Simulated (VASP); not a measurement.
Write the native input for VASP 6.6.1 that does the following.

| Item | Value |
| --- | --- |
| Task | single point |
| Functional | PBEsol |
| Potentials or basis | VASP PAW PBE potentials, release 64 (Na_pv, Cl) |
| Cutoff | 520 eV |
| k mesh | 8 × 8 × 8 |
| Occupations | gaussian, width 0.05 eV |
| Spin | no spin polarisation |
| Dipole correction | no |
| Further INCAR settings | ALGO = Normal; EDIFF = 1e-06; NBANDS = 14 |

The structure of NaCl lies in POSCAR:

```
NaCl
1.0
    0.0000000000      2.6052100000      2.8317500000
    2.6052100000      0.0000000000      2.8317500000
    2.6052100000      2.6052100000      0.0000000000
Na Cl
1 1
Direct
    0.0000000000      0.0000000000      0.0000000000
    0.5000000000      0.5000000000      0.5000000000
```

This cell differs from its parent crystal: strain -0.080 along x and y, +0.000 along z.

The input as run:

INCAR

```
SYSTEM = NaCl
ALGO = Normal ; EDIFF = 1E-6
ENCUT = 520 ; GGA = PS
ISIF = 2 ; ISMEAR = 0
LASPH = .True. ; LCHARG = .True.
LELF = .True. ; LREAL = .False.
LVHAR = .True. ; LWAVE = .False.
NBANDS = 14 ; NELM = 100
PREC = Accurate ; SIGMA = 0.05
```

KPOINTS

```
k-points
0
Gamma
  8 8 8
  0 0 0
```

Potentials or basis: VASP PAW PBE potentials, release 64 (Na_pv, Cl).

Run with:

```sh
$ cat potpaw_PBE.64/Na_pv/POTCAR potpaw_PBE.64/Cl/POTCAR > POTCAR
$ mpirun -np 1 vasp_std > vasp.out
```

Results of the run:

```
Pressure               : 5.5 GPa
Band gap on the k mesh : 5.55 eV
```

Caveat: the cell differs from its parent crystal (strain -0.080 along x and y, +0.000 along z); the cell stands under pressure; the PAW data sets were made with another functional, which shifts forces and pressure a little.

Run time: 43 s on 1 thread of Intel Xeon 8259CL (shared host), peak memory 0.17 GiB.
